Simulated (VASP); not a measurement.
# Ni (Im-3m) in VASP: settings compared

The runs below take Ni through single point, with PBE, r2SCAN.

Program: VASP 6.6.1. These are calculated values, not measurements. Logs are shortened: lines on timing, memory, paths and dates and some standing lists are left out, and cuts for length are marked.

**1. The cell of the first run**

It takes space group Im-3m (No. 229, cubic). The conventional cell has a = 2.767 Å, b = 2.767 Å, c = 2.767 Å, α = 90.00°, β = 90.00°, γ = 90.00°. Within 3.2 Å of Ni (site symmetry m-3m) lie 14 Ni at 2.40 to 2.77 Å.

This isn't the form of Ni at room conditions, which is fcc.

**2. Single point, PBE, collinear spin, ferromagnetic start**

INCAR

```
SYSTEM = Ni
PREC     = Accurate       ! precision mode
ENCUT    = 520            ! plane-wave cutoff, eV
EDIFF    = 1E-6           ! SCF threshold, eV
ISMEAR   = 0              ! smearing method
SIGMA    = 0.05           ! smearing width, eV
LREAL    = .FALSE.        ! projectors in reciprocal space
LASPH    = .TRUE.         ! aspherical terms in the spheres
NELM     = 150            ! most SCF steps
ALGO     = Fast           ! electronic algorithm
ISIF     = 2              ! what is computed and relaxed
LWAVE    = .FALSE.        ! write WAVECAR
LCHARG   = .FALSE.        ! write CHGCAR
ISPIN    = 2              ! spin polarisation
MAGMOM   = 2              ! initial moments
LORBIT   = 11             ! projections on sites
LMAXMIX  = 4              ! l up to which the mixer works
GGA      = PE             ! functional
NBANDS   = 15             ! bands
```

KPOINTS

```
Automatic mesh
0
G
  18 18 18
  0 0 0
```

POSCAR

```
Ni
1.0
   -1.3837154700      1.3837154700      1.3837154700
    1.3837154700     -1.3837154700      1.3837154700
    1.3837154700      1.3837154700     -1.3837154700
Ni
1
Direct
    0.0000000000      0.0000000000      0.0000000000
```

Potentials or basis: VASP PAW PBE potentials, release 64 (Ni).

On the command line:

```sh
$ cat potpaw_PBE.64/Ni/POTCAR > POTCAR
$ mpirun -np 1 vasp_std > vasp.out
```

OUTCAR:

```text
SYSTEM = Ni
   PREC = Accurate
   ENCUT = 520
   EDIFF = 1E-6
   ISMEAR = 0
   LREAL = .FALSE.
   LASPH = .TRUE.
   NELM = 150
   ISIF = 2
   ISPIN = 2
   LORBIT = 11
   GGA = PE

 ion  position               nearest neighbor table
   1  0.000  0.000  0.000-

  LATTYP: Found a body centered cubic cell.
 ALAT       =     2.7674309400

  Lattice vectors:

 A1 = (  -1.3837154700,   1.3837154700,   1.3837154700)
 A2 = (   1.3837154700,  -1.3837154700,   1.3837154700)
 A3 = (   1.3837154700,   1.3837154700,  -1.3837154700)

Analysis of symmetry for initial positions (statically):
=====================================================================
 Subroutine PRICEL returns:
 Original cell was already a primitive cell.

 Routine SETGRP: Setting up the symmetry group for a
 body centered cubic supercell.

 Subroutine GETGRP returns: Found 48 space group operations
 (whereof 48 operations were pure point group operations)
 out of a pool of 48 trial point group operations.

The static configuration has the point symmetry O_h .

Analysis of symmetry for dynamics (positions and initial velocities):
=====================================================================
 Subroutine PRICEL returns:
 Original cell was already a primitive cell.

 Routine SETGRP: Setting up the symmetry group for a
 body centered cubic supercell.

 Subroutine GETGRP returns: Found 48 space group operations
 (whereof 48 operations were pure point group operations)
 out of a pool of 48 trial point group operations.

The dynamic configuration has the point symmetry O_h .

Analysis of structural, dynamic, and magnetic symmetry:
=====================================================================
 Subroutine PRICEL returns:
 Original cell was already a primitive cell.

 Routine SETGRP: Setting up the symmetry group for a
 body centered cubic supercell.

 Subroutine GETGRP returns: Found 48 space group operations
 (whereof 48 operations were pure point group operations)
 out of a pool of 48 trial point group operations.

The overall configuration has the point symmetry O_h .

 Subroutine INISYM returns: Found 48 space group operations
 (whereof 48 operations are pure point group operations),
 and found     1 'primitive' translations

----------------------------------------------------------------------------------------

                                     Primitive cell

  volume of cell :      10.5974

  direct lattice vectors                    reciprocal lattice vectors
    -1.383715470  1.383715470  1.383715470     0.000000000  0.361345964  0.361345964
     1.383715470 -1.383715470  1.383715470     0.361345964  0.000000000  0.361345964
     1.383715470  1.383715470 -1.383715470     0.361345964  0.361345964  0.000000000

  length of vectors
[... 118 lines left out ...]
   NGX =  9   NGY =  9   NGZ =  9

 number of electron      10.0000004 magnetization       0.5640006

 Free energy of the ion-electron system (eV)
  ---------------------------------------------------
  ext. energy  EPLUGINS =         0.00000000
  ---------------------------------------------------
  free energy    TOTEN  =        -5.36812551 eV

  energy without entropy =       -5.36621263  energy(sigma->0) =       -5.36716907

 E-fermi :   9.6134     XC(G=0): -13.4057

 val. band max:        9.6128430647   @ k =  -0.2778   0.5000   0.0556
 cond. band min:       9.6157985116   @ k =   0.5000   0.5000   0.3889
 fundamental gap:      0.0029554469
 Fermi energy:         9.6134361934

 spin component 1

 k-point     1 :       0.0000    0.0000    0.0000
  band No.  band energies     occupation
      1       0.5537      1.00000
      2       7.2599      1.00000
      3       7.2599      1.00000
      4       7.2599      1.00000
      5       8.7345      1.00000
      6       8.7345      1.00000
      7      36.3555      0.00000
      8      36.3555      0.00000
      9      36.3555      0.00000
     10      41.4356      0.00000
     11      41.4356      0.00000
     12      42.6760      0.00000
     13      42.6760      0.00000
     14      42.6760      0.00000
[... 403 lines left out ...]
      4       8.6179      1.00000
      5       9.0681      1.00000
      6      10.9424      0.00000
      7      17.2693      0.00000
      8      26.1892      0.00000
      9      29.6240      0.00000
     10      35.5460      0.00000
     11      40.3994      0.00000
     12      43.9634      0.00000
     13      49.6839      0.00000
     14      53.3416      0.00000
     15      57.9727      0.00000

 [... further k-points ...]

 spin component 2

 k-point     1 :       0.0000    0.0000    0.0000
  band No.  band energies     occupation
      1       0.5448      1.00000
      2       7.9500      1.00000
      3       7.9500      1.00000
      4       7.9500      1.00000
      5       9.2159      1.00000
      6       9.2159      1.00000
      7      36.2609      0.00000
      8      36.2609      0.00000
      9      36.2609      0.00000
     10      41.3637      0.00000
     11      41.3637      0.00000
     12      42.8623      0.00000
     13      42.8623      0.00000
     14      42.8623      0.00000
[... 403 lines left out ...]
      4       9.1816      1.00000
      5       9.6307      0.31295
      6      11.3643      0.00000
      7      17.5614      0.00000
      8      26.2644      0.00000
      9      29.6808      0.00000
     10      35.6153      0.00000
     11      40.4812      0.00000
     12      43.9537      0.00000
     13      49.7957      0.00000
     14      53.3981      0.00000
     15      58.1375      0.00000

 [... further k-points ...]
[... 5 lines left out ...]
  --------------------------------------------------------------------------------------
  -------------------------------------------------------------------------------------
  Total        0.4922412      0.4922412      0.4922412     -0.0000000      0.0000000     -0.0000000
  in kB       74.4197489     74.4197489     74.4197489     -0.0000000      0.0000000     -0.0000000
  external PRESSURE =      74.4197489 kB  Pullay stress =       0.0000000 kB

 VOLUME and BASIS-vectors are now :
 -----------------------------------------------------------------------------
  energy-cutoff  :      520.00
  volume of cell :       10.60
      direct lattice vectors                 reciprocal lattice vectors
    -1.383715470  1.383715470  1.383715470     0.000000000  0.361345964  0.361345964
     1.383715470 -1.383715470  1.383715470     0.361345964  0.000000000  0.361345964
     1.383715470  1.383715470 -1.383715470     0.361345964  0.361345964  0.000000000

 POSITION                                       TOTAL-FORCE (eV/Angst)
 -----------------------------------------------------------------------------------
      0.00000      0.00000      0.00000         0.000000      0.000000      0.000000
 -----------------------------------------------------------------------------------
    total drift:                                0.000000      0.000000      0.000000

  FREE ENERGIE OF THE ION-ELECTRON SYSTEM (eV)
  ---------------------------------------------------
  free  energy   TOTEN  =        -5.3681255121 eV

  energy  without entropy=       -5.3662126291  energy(sigma->0) =       -5.36716907

 total charge

# of ion       s       p       d       tot
------------------------------------------
    1        0.503   0.512   8.347   9.362

 magnetization (x)

# of ion       s       p       d       tot
------------------------------------------
    1       -0.004  -0.016   0.590   0.570
```

stdout:

```text
POSCAR found type information on POSCAR Ni
 POSCAR found :  1 types and       1 ions
 scaLAPACK will be used
 LDA part: xc-table for (Slater+PW92), standard interpolation
 POSCAR, INCAR and KPOINTS ok, starting setup
 FFT: planning ... GRIDC
 FFT: planning ... GRID_SOFT
 FFT: planning ... GRID
 WAVECAR not read
 entering main loop
```

Run time: 39 s. Hardware: 1 thread of Intel Xeon Platinum 8375C at 2.90GHz (Ice Lake), shared host; peak memory 0.15 GiB.

What came out:

```yaml
Free_energy: -5.3681 eV
Pressure: 7.4 GPa
Net_moment: 0.56 μB per cell
Site_moments: Ni +0.57 μB
Valence_electrons_inside_the_program's_atomic_spheres: Ni 9.36
```

Caveat: the cell stands under pressure.

**3. Single point, PBE, collinear spin, ferromagnetic start**

This run uses another cell than the first one, of 11.87 Å³/atom.

INCAR

```
SYSTEM = Ni
PREC = Accurate
ENCUT = 520
EDIFF = 1E-6
ISMEAR = 0
SIGMA = 0.05
LREAL = .False.
LASPH = .True.
NELM = 150
ALGO = Normal
ISIF = 2
LWAVE = .False.
LCHARG = .False.
ISPIN = 2
MAGMOM = 0.59
LORBIT = 11
LMAXMIX = 4
GGA = PE
NBANDS = 15
```

KPOINTS

```
regular mesh
0
Gamma
  18 18 18
  0 0 0
```

POSCAR

```
Ni
1.0
   -1.4369868833      1.4369868833      1.4369868833
    1.4369868833     -1.4369868833      1.4369868833
    1.4369868833      1.4369868833     -1.4369868833
Ni
1
Direct
    0.0000000000      0.0000000000      0.0000000000
```

Potentials or basis: VASP PAW PBE potentials, release 64 (Ni).

On the command line:

```sh
$ cat potpaw_PBE.64/Ni/POTCAR > POTCAR
$ mpirun -np 1 vasp_std > vasp.out
```

OUTCAR:

```text
SYSTEM = Ni
   PREC = Accurate
   ENCUT = 520
   EDIFF = 1E-6
   ISMEAR = 0
   LREAL = .False.
   LASPH = .True.
   NELM = 150
   ISIF = 2
   ISPIN = 2
   LORBIT = 11
   GGA = PE

 ion  position               nearest neighbor table
   1  0.000  0.000  0.000-

  LATTYP: Found a body centered cubic cell.
 ALAT       =     2.8739737666

  Lattice vectors:

 A1 = (  -1.4369868833,   1.4369868833,   1.4369868833)
 A2 = (   1.4369868833,  -1.4369868833,   1.4369868833)
 A3 = (   1.4369868833,   1.4369868833,  -1.4369868833)

Analysis of symmetry for initial positions (statically):
=====================================================================
 Subroutine PRICEL returns:
 Original cell was already a primitive cell.

 Routine SETGRP: Setting up the symmetry group for a
 body centered cubic supercell.

 Subroutine GETGRP returns: Found 48 space group operations
 (whereof 48 operations were pure point group operations)
 out of a pool of 48 trial point group operations.

The static configuration has the point symmetry O_h .

Analysis of symmetry for dynamics (positions and initial velocities):
=====================================================================
 Subroutine PRICEL returns:
[... 623 lines left out ...]
      8      33.5178      0.00000
      9      33.5178      0.00000
     10      37.8874      0.00000
     11      37.8874      0.00000
     12      38.3324      0.00000
     13      38.3324      0.00000
     14      38.3324      0.00000
[... 403 lines left out ...]
      4       7.7226      1.00000
      5       8.1081      0.31229
      6       9.6717      0.00000
      7      15.1719      0.00000
      8      23.5318      0.00000
      9      26.6918      0.00000
     10      32.3787      0.00000
     11      36.6435      0.00000
     12      40.3434      0.00000
     13      45.3374      0.00000
     14      48.9742      0.00000
     15      53.3996      0.00000

 [... further k-points ...]
[... 5 lines left out ...]
  --------------------------------------------------------------------------------------
  -------------------------------------------------------------------------------------
  Total       -0.9081689     -0.9081689     -0.9081689     -0.0000000      0.0000000     -0.0000000
  in kB     -122.5910661   -122.5910661   -122.5910661     -0.0000000      0.0000000     -0.0000000
  external PRESSURE =    -122.5910661 kB  Pullay stress =       0.0000000 kB

 VOLUME and BASIS-vectors are now :
 -----------------------------------------------------------------------------
  energy-cutoff  :      520.00
  volume of cell :       11.87
      direct lattice vectors                 reciprocal lattice vectors
    -1.436986883  1.436986883  1.436986883     0.000000000  0.347950288  0.347950288
     1.436986883 -1.436986883  1.436986883     0.347950288  0.000000000  0.347950288
     1.436986883  1.436986883 -1.436986883     0.347950288  0.347950288  0.000000000

 POSITION                                       TOTAL-FORCE (eV/Angst)
 -----------------------------------------------------------------------------------
      0.00000      0.00000      0.00000        -0.000000     -0.000000      0.000000
 -----------------------------------------------------------------------------------
    total drift:                                0.000000     -0.000000      0.000000

  FREE ENERGIE OF THE ION-ELECTRON SYSTEM (eV)
  ---------------------------------------------------
  free  energy   TOTEN  =        -5.3403026149 eV

  energy  without entropy=       -5.3379785148  energy(sigma->0) =       -5.33914056

 total charge

# of ion       s       p       d       tot
------------------------------------------
    1        0.457   0.417   8.300   9.175

 magnetization (x)

# of ion       s       p       d       tot
------------------------------------------
    1       -0.005  -0.017   0.621   0.599
```

Wall time 46 s (1 thread of Intel Xeon Platinum 8375C at 2.90GHz (Ice Lake), shared host); peak memory 0.17 GiB.

What came out:

| Property | Result |
| --- | --- |
| Free energy | -5.3403 eV |
| Pressure | -12.3 GPa |
| Net moment | 0.58 μB per cell |
| Site moments | Ni +0.60 μB |
| Valence electrons inside the program's atomic spheres | Ni 9.18 |

Caveat: the cell stands under tension.

**4. Single point, r2SCAN, collinear spin, ferromagnetic start**

POSCAR

```
Ni
1.0
   -1.3837154700      1.3837154700      1.3837154700
    1.3837154700     -1.3837154700      1.3837154700
    1.3837154700      1.3837154700     -1.3837154700
Ni
1
Direct
    0.0000000000      0.0000000000      0.0000000000
```

INCAR.step1

```
SYSTEM = Ni
  PREC = Accurate
  ENCUT = 520
  ISMEAR = 0
  SIGMA = 0.05
  LREAL = .False.
  LASPH = .True.
  NELM = 150
  ISPIN = 2
  MAGMOM = 0.59
  LMAXMIX = 4
  NBANDS = 15
  GGA = PE
  ALGO = Normal
  EDIFF = 1E-4
  LWAVE = .True.
  LCHARG = .False.
```

INCAR.step2

```
SYSTEM = Ni
  PREC = Accurate
  ENCUT = 520
  EDIFF = 1E-6
  ISMEAR = 0
  SIGMA = 0.05
  LREAL = .False.
  LASPH = .True.
  NELM = 150
  ALGO = Normal
  ISIF = 2
  LWAVE = .False.
  LCHARG = .False.
  ISPIN = 2
  MAGMOM = 0.59
  LORBIT = 11
  LMAXMIX = 4
  METAGGA = R2SCAN
  LMIXTAU = .True.
  NBANDS = 15
  ISTART = 1
```

KPOINTS is that of step 3.

On the command line:

```sh
$ cat potpaw_PBE.64/Ni/POTCAR > POTCAR
$ cp INCAR.step1 INCAR
$ mpirun -np 1 vasp_std > vasp.out
$ cp INCAR.step2 INCAR
$ mpirun -np 1 vasp_std > vasp.out
```

Run time: 2.3 min. Hardware: 1 thread of Intel Xeon Platinum 8375C at 2.90GHz (Ice Lake), shared host; peak memory 0.16 GiB.

The run converged. Its results:

- Free energy: -11.8332 eV
- Pressure: 0.1 GPa
- Net moment: 0.62 μB per cell
- Site moments: Ni +0.63 μB
- Valence electrons inside the program's atomic spheres: Ni 9.40

Levels at points of the mesh, in eV from the Fermi level:
Spin up:
```
           k point  band 2  band 3  band 4  band 5  band 6  band 7  band 8  band 9
(0.00, 0.00, 0.00)   -2.73   -2.73   -2.73   -1.15   -1.15   27.74   27.74   27.74
(0.50, 0.00, 0.00)   -3.69   -1.26   -0.98   -0.39    0.21    6.80   20.12   21.34
(0.50, 0.50, 0.50)   -4.64   -0.62   -0.62   -0.62   10.38   10.38   10.39   16.23
```
Spin down:
```csv
k point,band 2,band 3,band 4,band 5,band 6,band 7,band 8,band 9
"(0.00, 0.00, 0.00)",-1.58,-1.58,-1.58,-0.57,-0.57,27.70,27.70,27.70
"(0.50, 0.00, 0.00)",-2.66,-0.48,-0.39,0.04,0.93,7.34,20.06,21.55
"(0.50, 0.50, 0.50)",-4.31,0.68,0.68,0.68,10.41,10.41,10.41,16.29
```

Caveat: the PAW data sets were made with another functional, which shifts forces and pressure a little.

**5. Overview**

| level | cell | gap on the mesh (eV) | pressure (GPa) | moment (μB) |
| --- | --- | --- | --- | --- |
| PBE | a = 2.397 Å, angles 109.5°, 1 atom | none | 7.4 | 0.56 |
| PBE | a = 2.489 Å, angles 109.5°, 1 atom | none | -12.3 | 0.58 |
| r2SCAN | a = 2.397 Å, angles 109.5°, 1 atom | none | 0.1 | 0.62 |

Alike in all rows: task single point; potentials or basis VASP PAW PBE potentials, release 64 (Ni); spin collinear, ferromagnetic start; k mesh 18 × 18 × 18; cutoff (eV) 520; smearing gaussian 0.05 eV.

Caveats: the cell stands under pressure (at least some runs); the cell stands under tension (at least some runs); the PAW data sets were made with another functional, which shifts forces and pressure a little (at least some runs).

Absolute energies hang on the potentials; compare differences alone.
